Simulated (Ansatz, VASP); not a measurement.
CrSb2C2: VASP beside Ansatz

```
Cr Sb C
1.0
     2.61771   -3.45252    0.00000
     2.61771    3.45252    0.00000
     0.00000    0.00000    5.45802
Cr Sb C
1 2 2
Direct
  0.00000 0.00000 0.00000
  0.50000 0.50000 0.00000
  0.00000 0.00000 0.50000
  0.35380 0.35380 0.50000
  0.64620 0.64620 0.50000
```

Alike in both runs: task single point; functional PBE; k mesh 4 × 4 × 4; occupations gaussian, width 0.1 eV; collinear spin.

|  | VASP | Ansatz |
| --- | --- | --- |
| version | VASP 6.6.1 | Ansatz 0.2.0 |
| potentials or method | VASP PAW PBE potentials, release 64 (Cr_pv, Sb, C), cutoff 520 eV | scalar-relativistic, plane waves, PAW |
| valence electrons in the cell | 30 | 52 |

Ansatz gave:

- gap on the k mesh at the Fermi level (eV): none
- pressure (GPa): 7.1
- traceless stress, the component that is largest in VASP (GPa): 17.04
- rms of the force components (eV/Å): 4.379
- net moment per atom (μB): 0.65
- size of the moment on the site where the two differ most (μB): 3.10

Task: What did VASP give for the same quantities?

Result: gap on the k mesh at the Fermi level (eV): none; pressure (GPa): 7.8; traceless stress, the component that is largest in VASP (GPa): 18.52; rms of the force components (eV/Å): 4.510; net moment per atom (μB): 0.65; size of the moment on the site where the two differ most (μB): 3.23.

Site moments also hang on the region over which each program counts them. Atom by atom the forces differ by 0.131 eV/Å (rms over components). A gap of «none» marks a metal or a gap that the smearing closes. The functional is the same, so the differences come from potentials, cutoffs and numerics. VASP's potentials hold 30 valence electrons a cell and Ansatz's 52, so a difference there can come from the potentials and not from the codes.

The k mesh is coarse, so the values compare programs but aren't converged. Spin-orbit coupling is off throughout.
